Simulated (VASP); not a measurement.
# TePb in VASP: a series of runs, part 3 of 3

VASP 6.6.1. Earlier steps stand in the parts before.

## 5. Single point, pbe exchange, lda correlation (atoms moved at random)

INCAR

```
SYSTEM = TePb
ALGO = Normal
EDIFF = 1E-6
ENCUT = 500
GGA = LIBXC
GGA_COMPAT = .FALSE.
ISIF = 2
ISMEAR = 0
LASPH = .TRUE.
LCHARG = .FALSE.
LIBXC1 = GGA_X_PBE
LIBXC2 = LDA_C_PW
LREAL = .FALSE.
LWAVE = .FALSE.
NBANDS = 17
NELM = 120
PREC = Accurate
SIGMA = 0.01
```

KPOINTS

```
k-points
0
G
  5 5 5
  0 0 0
```

POSCAR

```
TePb
1.0
    0.0000000000      3.2310000000      3.2310000000
    3.2310000000      0.0000000000      3.2310000000
    3.2310000000      3.2310000000      0.0000000000
Pb Te
1 1
Direct
   -0.0037870000      0.0065530000     -0.0046550000
    0.4921380000      0.5006470000      0.5007770000
```

Potentials or basis: VASP PAW PBE potentials, release 64 (Pb_d, Te).

Started as:

```bash
$ cat potpaw_PBE.64/Pb_d/POTCAR potpaw_PBE.64/Te/POTCAR > POTCAR
$ mpirun -np 1 vasp_std > vasp.out
```

OUTCAR:

```text
SYSTEM = TePb
   EDIFF = 1E-6
   ENCUT = 500
   GGA = LIBXC
   ISIF = 2
   ISMEAR = 0
   LASPH = .TRUE.
   LREAL = .FALSE.
   NELM = 120
   PREC = Accurate

 ion  position               nearest neighbor table
   1  0.996  0.007  0.995-   2 3.20   2 3.23   2 3.23   2 3.23   2 3.24   2 3.26
   2  0.492  0.501  0.501-   1 3.20   1 3.23   1 3.23   1 3.23   1 3.24   1 3.26

  LATTYP: Found a face centered cubic cell.
 ALAT       =     6.4620000000

  Lattice vectors:

 A1 = (   0.0000000000,   3.2310000000,   3.2310000000)
 A2 = (   3.2310000000,   0.0000000000,   3.2310000000)
 A3 = (   3.2310000000,   3.2310000000,   0.0000000000)

Analysis of symmetry for initial positions (statically):
=====================================================================
 Subroutine PRICEL returns:
 Original cell was already a primitive cell.

 Routine SETGRP: Setting up the symmetry group for a
 face centered cubic supercell.

 Subroutine GETGRP returns: Found  1 space group operations
 (whereof  1 operations were pure point group operations)
 out of a pool of 48 trial point group operations.

The static configuration has the point symmetry C_1 .

Analysis of symmetry for dynamics (positions and initial velocities):
[... 155 lines left out ...]
  ---------------------------------------------------
  free energy    TOTEN  =        -5.89053615 eV

  energy without entropy =       -5.89053615  energy(sigma->0) =       -5.89053615

 E-fermi :   5.5769     XC(G=0):  -8.9964

 val. band max:        5.4990365103   @ k =  -0.2000   0.2000   0.0000
 cond. band min:       6.8805693633   @ k =   0.4000   0.0000   0.0000
 fundamental gap:      1.3815328531
 Fermi energy:         5.5768546507

 k-point     1 :       0.0000    0.0000    0.0000
  band No.  band energies     occupation
      1     -11.2722      2.00000
      2     -11.2721      2.00000
      3     -11.2620      2.00000
      4     -11.2618      2.00000
      5     -11.2618      2.00000
      6      -6.3605      2.00000
[... 457 lines left out ...]
      4     -11.2485      2.00000
      5     -11.2453      2.00000
      6      -5.2590      2.00000
[... 9 lines left out ...]
     16      15.2104      0.00000
     17      15.9755      0.00000

 [... further k-points ...]
[... 5 lines left out ...]
  --------------------------------------------------------------------------------------
  -------------------------------------------------------------------------------------
  Total        3.0112385      3.0115117      3.0289731     -0.0000184     -0.0004708      0.0001531
  in kB       71.5179188     71.5244076     71.9391214     -0.0004359     -0.0111817      0.0036360
  external PRESSURE =      71.6604826 kB  Pullay stress =       0.0000000 kB

 VOLUME and BASIS-vectors are now :
 -----------------------------------------------------------------------------
  energy-cutoff  :      500.00
  volume of cell :       67.46
      direct lattice vectors                 reciprocal lattice vectors
     0.000000000  3.231000000  3.231000000    -0.154750851  0.154750851  0.154750851
     3.231000000  0.000000000  3.231000000     0.154750851 -0.154750851  0.154750851
     3.231000000  3.231000000  0.000000000     0.154750851  0.154750851 -0.154750851

 POSITION                                       TOTAL-FORCE (eV/Angst)
 -----------------------------------------------------------------------------------
      3.23713      6.43472      3.23994        -0.000703      0.002217     -0.015776
      3.23560      3.20811      3.20769         0.000703     -0.002217      0.015776
 -----------------------------------------------------------------------------------
    total drift:                                0.000064      0.000217      0.000106

  FREE ENERGIE OF THE ION-ELECTRON SYSTEM (eV)
  ---------------------------------------------------
  free  energy   TOTEN  =        -5.8905361465 eV

  energy  without entropy=       -5.8905361465  energy(sigma->0) =       -5.89053615
```

OSZICAR:

```text
N       E                     dE             d eps       ncg     rms          rms(c)
DAV:   1     0.151544750511E+03    0.15154E+03   -0.89943E+03  2158   0.111E+03
DAV:   2     0.464423646598E+01   -0.14690E+03   -0.14210E+03  2247   0.290E+02
DAV:   3    -0.579978801992E+01   -0.10444E+02   -0.10391E+02  2802   0.847E+01
DAV:   4    -0.607663512475E+01   -0.27685E+00   -0.27672E+00  2707   0.156E+01
DAV:   5    -0.608723648147E+01   -0.10601E-01   -0.10601E-01  3030   0.268E+00    0.334E+00
DAV:   6    -0.588641970210E+01    0.20082E+00   -0.45523E-01  3012   0.345E+00    0.195E+00
DAV:   7    -0.588469774292E+01    0.17220E-02   -0.13653E-01  2324   0.156E+00    0.994E-01
DAV:   8    -0.589046978861E+01   -0.57720E-02   -0.14443E-02  2430   0.121E+00    0.200E-01
DAV:   9    -0.589036302922E+01    0.10676E-03   -0.22937E-03  3145   0.485E-01    0.118E-01
DAV:  10    -0.589052317688E+01   -0.16015E-03   -0.49831E-04  2346   0.138E-01    0.229E-02
DAV:  11    -0.589053913330E+01   -0.15956E-04   -0.84014E-05  2899   0.862E-02    0.220E-02
DAV:  12    -0.589053697227E+01    0.21610E-05   -0.58332E-06  2538   0.146E-02    0.141E-02
DAV:  13    -0.589053562531E+01    0.13470E-05   -0.36547E-06  2218   0.141E-02    0.107E-02
DAV:  14    -0.589053614651E+01   -0.52119E-06   -0.30041E-07  1675   0.334E-03
   1 F= -.58905361E+01 E0= -.58905361E+01  d E =-.169661E-29
```

It took 65 s on 1 thread of Intel Xeon 6975P-C (Granite Rapids), shared host; peak memory 0.24 GiB.

Results:

```yaml
Free_energy: -5.8905 eV
Pressure: 7.2 GPa
Largest_force: 0.016 eV/Å
Band_gap_on_the_k_mesh: 1.38 eV
```

Forces in eV/Å, atoms in the order of the input:
```
Pb  -0.001  0.002 -0.016
Te   0.001 -0.002  0.016
```

Caveat: the cell differs from its parent crystal (atoms moved at random); the cell stands under pressure; the PAW data sets were made with another functional, which shifts forces and pressure a little; spin-orbit coupling is left out, which moves the levels of the heavy elements.

## 6. Overview

| task | level | cell | k mesh | cutoff (eV) | smearing | dipole correction | grid for exact exchange (PRECFOCK) | share of exact exchange | tolerance level | purpose | gap on the mesh (eV) | pressure (GPa) |
| --- | --- | --- | --- | --- | --- | --- | --- | --- | --- | --- | --- | --- |
| single point | BHLYP | a = 4.539 Å, angles 60.0°, 2 atoms, atomic positions A | 4 × 4 × 4 | 520 | fermi-dirac 0.05 eV | no | Normal | 0.5 | - | - | 2.86 | 4.2 |
| single point | BHLYP | a = 4.569 Å, angles 60.0°, 2 atoms, atomic positions A | 4 × 4 × 4 | 520 | fermi-dirac 0.05 eV | no | Normal | 0.5 | - | - | 2.92 | 3.0 |
| relaxation of cell and atoms | PBE0 | relaxed from a = 4.615 Å, angles 60.0°, 2 atoms, atomic positions A | 6 × 6 × 6 | 540 | gaussian 0.03 eV | - | Normal | 0.25 | tight | cell | 1.71 | 0.0 |
| single point | pbe exchange, lda correlation | a = 4.569 Å, angles 60.0°, 2 atoms, atomic positions B | 5 × 5 × 5 | 500 | gaussian 0.01 eV | no | - | - | - | - | 1.38 | 7.2 |

Alike in all rows: potentials or basis VASP PAW PBE potentials, release 64 (Pb_d, Te); no spin polarisation.

Caveats: some runs use coarse meshes; the PAW data sets were made with another functional, which shifts forces and pressure a little; spin-orbit coupling is left out, which moves the levels of the heavy elements; the cell stands under pressure (at least some runs).

Total energies depend on the potentials used, so only differences within one code and one set of settings carry meaning.
